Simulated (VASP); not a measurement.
# BaTiO3 (P4mm) in VASP: further runs, part 2 of 2

VASP 6.6.1. Earlier steps stand in the parts before.

## (3) Single point, revPBE

This run uses another cell than the first one, of 13.63 Å³/atom, 1.082 times its volume.

File INCAR:

```
  PREC = Accurate
  ENCUT = 910
  EDIFF = 1E-6
  ISMEAR = -1
  SIGMA = 0.05
  LREAL = False
  LASPH = True
  NELM = 120
  ALGO = Normal
  ISIF = 2
  LWAVE = False
  LCHARG = False
  GGA = RE
  NBANDS = 28
  GGA_COMPAT = False
```

File KPOINTS:

```
regular mesh
0
Gamma
  7 7 7
```

File POSCAR:

```
BaTiO3
1.0
    4.0782473671      0.0000000000      0.0000000000
    0.0000000000      4.0782473671      0.0000000000
    0.0000000000      0.0000000000      4.0968043205
Ba Ti O
1 1 3
Direct
    0.0000000000      0.0000000000      0.0000000000
    0.5000000000      0.5000000000      0.4900000000
    0.0000000000      0.5000000000      0.5170000000
    0.5000000000      0.0000000000      0.5170000000
    0.5000000000      0.5000000000      0.0190000000
```

Potentials or basis: VASP PAW PBE potentials, release 64 (Ba_sv, Ti_sv, O_h).

On the command line:

```bash
> cat potpaw_PBE.64/Ba_sv/POTCAR potpaw_PBE.64/Ti_sv/POTCAR potpaw_PBE.64/O_h/POTCAR > POTCAR
> mpirun -np 1 vasp_std > vasp.out
```

OUTCAR:

```text
PREC = Accurate
   ENCUT = 910
   EDIFF = 1E-6
   ISMEAR = -1
   LREAL = False
   LASPH = True
   NELM = 120
   ISIF = 2
   GGA = RE

 ion  position               nearest neighbor table
   1  0.000  0.000  0.000-   3 2.84   4 2.84   3 2.84   4 2.84   5 2.88   5 2.88   5 2.88   5 2.88
                             4 2.94   3 2.94   4 2.94   3 2.94   2 3.51   2 3.51   2 3.51   2 3.51
   2  0.500  0.500  0.490-   5 1.93   4 2.04   3 2.04   4 2.04   3 2.04   5 2.17   1 3.51   1 3.51
                             1 3.51   1 3.51   1 3.56   1 3.56   1 3.56   1 3.56
   3  0.000  0.500  0.517-   2 2.04   2 2.04   1 2.84   1 2.84   1 2.94   1 2.94
   4  0.500  0.000  0.517-   2 2.04   2 2.04   1 2.84   1 2.84   1 2.94   1 2.94
   5  0.500  0.500  0.019-   2 1.93   2 2.17   1 2.88   1 2.88   1 2.88   1 2.88

  LATTYP: Found a simple tetragonal cell.
 ALAT       =     4.0782473671
 C/A-ratio  =     1.0045502275

  Lattice vectors:

 A1 = (   4.0782473671,   0.0000000000,   0.0000000000)
 A2 = (   0.0000000000,   4.0782473671,   0.0000000000)
 A3 = (   0.0000000000,   0.0000000000,   4.0968043205)

Analysis of symmetry for initial positions (statically):
=====================================================================
 Subroutine PRICEL returns:
[... 173 lines left out ...]

  energy without entropy =      -38.25870138  energy(sigma->0) =      -38.25870138

 E-fermi :   4.7047     XC(G=0): -10.7805

 val. band max:        3.7675791512   @ k =   0.4286   0.4286   0.4286
 cond. band min:       5.5370222090   @ k =   0.0000   0.0000   0.0000
 fundamental gap:      1.7694430577
 Fermi energy:         4.7047091136

 k-point     1 :       0.0000    0.0000    0.0000
  band No.  band energies     occupation
      1     -53.0996      2.00000
      2     -29.2521      2.00000
      3     -29.2286      2.00000
      4     -29.2286      2.00000
      5     -21.1940      2.00000
      6     -12.9947      2.00000
[... 733 lines left out ...]
     27      11.8953      0.00000
     28      12.3833      0.00000

 [... further k-points ...]
[... 5 lines left out ...]
  --------------------------------------------------------------------------------------
  -------------------------------------------------------------------------------------
  Total       -1.0847654     -1.0847654     -0.8001059      0.0000000      0.0000000      0.0000000
  in kB      -25.5066861    -25.5066861    -18.8133311      0.0000000      0.0000000      0.0000000
  external PRESSURE =     -23.2755678 kB  Pullay stress =       0.0000000 kB

 VOLUME and BASIS-vectors are now :
 -----------------------------------------------------------------------------
  energy-cutoff  :      910.00
  volume of cell :       68.14
      direct lattice vectors                 reciprocal lattice vectors
     4.078247367  0.000000000  0.000000000     0.245203370  0.000000000  0.000000000
     0.000000000  4.078247367  0.000000000     0.000000000  0.245203370  0.000000000
     0.000000000  0.000000000  4.096804321     0.000000000  0.000000000  0.244092693

 POSITION                                       TOTAL-FORCE (eV/Angst)
 -----------------------------------------------------------------------------------
      0.00000      0.00000      0.00000        -0.000000      0.000000      0.030684
      2.03912      2.03912      2.00743         0.000000      0.000000     -0.398127
      0.00000      2.03912      2.11805         0.000000      0.000000     -0.126272
      2.03912      0.00000      2.11805         0.000000      0.000000     -0.126272
      2.03912      2.03912      0.07784         0.000000     -0.000000      0.619988
 -----------------------------------------------------------------------------------
    total drift:                                0.000000      0.000000      0.002197

  FREE ENERGIE OF THE ION-ELECTRON SYSTEM (eV)
  ---------------------------------------------------
  free  energy   TOTEN  =       -38.2587013856 eV

  energy  without entropy=      -38.2587013835  energy(sigma->0) =      -38.25870138
```

OSZICAR:

```text
N       E                     dE             d eps       ncg     rms          rms(c)
DAV:   1     0.594972080290E+03    0.59497E+03   -0.28380E+04  2240   0.231E+03
DAV:   2     0.641363780288E+02   -0.53084E+03   -0.50498E+03  2340   0.540E+02
DAV:   3    -0.426528468927E+02   -0.10679E+03   -0.10234E+03  3464   0.193E+02
DAV:   4    -0.490492917232E+02   -0.63964E+01   -0.63708E+01  2848   0.458E+01
DAV:   5    -0.493442658848E+02   -0.29497E+00   -0.29473E+00  3572   0.914E+00    0.221E+01
DAV:   6    -0.384573357969E+02    0.10887E+02   -0.58201E+01  3332   0.634E+01    0.103E+01
DAV:   7    -0.384743271113E+02   -0.16991E-01   -0.12466E+01  3116   0.245E+01    0.641E+00
DAV:   8    -0.383016301334E+02    0.17270E+00   -0.66073E-01  2712   0.626E+00    0.408E+00
DAV:   9    -0.383098485955E+02   -0.82185E-02   -0.76406E-01  3232   0.808E+00    0.228E+00
DAV:  10    -0.382662141935E+02    0.43634E-01   -0.31777E-01  2932   0.492E+00    0.722E-01
DAV:  11    -0.382604783270E+02    0.57359E-02   -0.26137E-02  2732   0.115E+00    0.456E-01
DAV:  12    -0.382587359563E+02    0.17424E-02   -0.95661E-03  2824   0.895E-01    0.137E-01
DAV:  13    -0.382586291404E+02    0.10682E-03   -0.11864E-03  2992   0.283E-01    0.361E-02
DAV:  14    -0.382587392556E+02   -0.11012E-03   -0.26442E-04  3276   0.129E-01    0.607E-02
DAV:  15    -0.382587002818E+02    0.38974E-04   -0.28412E-04  3076   0.158E-01    0.168E-02
DAV:  16    -0.382587023000E+02   -0.20182E-05   -0.37191E-05  2584   0.505E-02    0.104E-02
DAV:  17    -0.382587013856E+02    0.91444E-06   -0.37008E-06  2716   0.132E-02
   1 F= -.38258701E+02 E0= -.38258701E+02  d E =-.207219E-08
```

stdout:

```text
POSCAR found type information on POSCAR BaTiO
 POSCAR found :  3 types and       5 ions
 scaLAPACK will be used
 -----------------------------------------------------------------------------
|                                                                             |
|                                                                             |
|     You enforced a specific xc type in the INCAR file but a different       |
|     I HOPE YOU KNOW WHAT YOU ARE DOING!                                     |
|                                                                             |
 -----------------------------------------------------------------------------

 LDA part: xc-table for (Slater+PW92), standard interpolation
 POSCAR, INCAR and KPOINTS ok, starting setup
 FFT: planning ... GRIDC
 FFT: planning ... GRID_SOFT
 FFT: planning ... GRID
 WAVECAR not read
 entering main loop
```

It took 97 s on 1 thread of Intel Xeon 6975P-C (Granite Rapids), shared host; peak memory 0.36 GiB.

Results:

| Property | Result |
| --- | --- |
| Free energy | -38.2587 eV |
| Pressure | -2.3 GPa |
| Largest force | 0.620 eV/Å |
| Band gap on the k mesh | 1.77 eV, indirect (least direct gap 2.00 eV) |

Forces on the atoms (eV/Å):
```
Ba   0.000  0.000  0.031
Ti   0.000  0.000 -0.398
O    0.000  0.000 -0.126
O    0.000  0.000 -0.126
O    0.000  0.000  0.620
```

Levels at points of the mesh, in eV from the valence-band top:
```
           k point  band 16  band 17  band 18  band 19  band 20  band 21  band 22  band 23  band 24  band 25
(0.00, 0.00, 0.00)    -1.04    -0.95    -0.26    -0.24    -0.24     1.77     1.97     1.97     3.65     3.75
```

Caveat: the cutoff is under 1.25 times the usual one of these potentials, so pressure, stress and relaxed cells hold a basis-set (Pulay) error; the PAW data sets were made with another functional, which shifts forces and pressure a little; spin-orbit coupling is left out, which moves the levels of the heavy elements. A k mesh can miss the band edges.
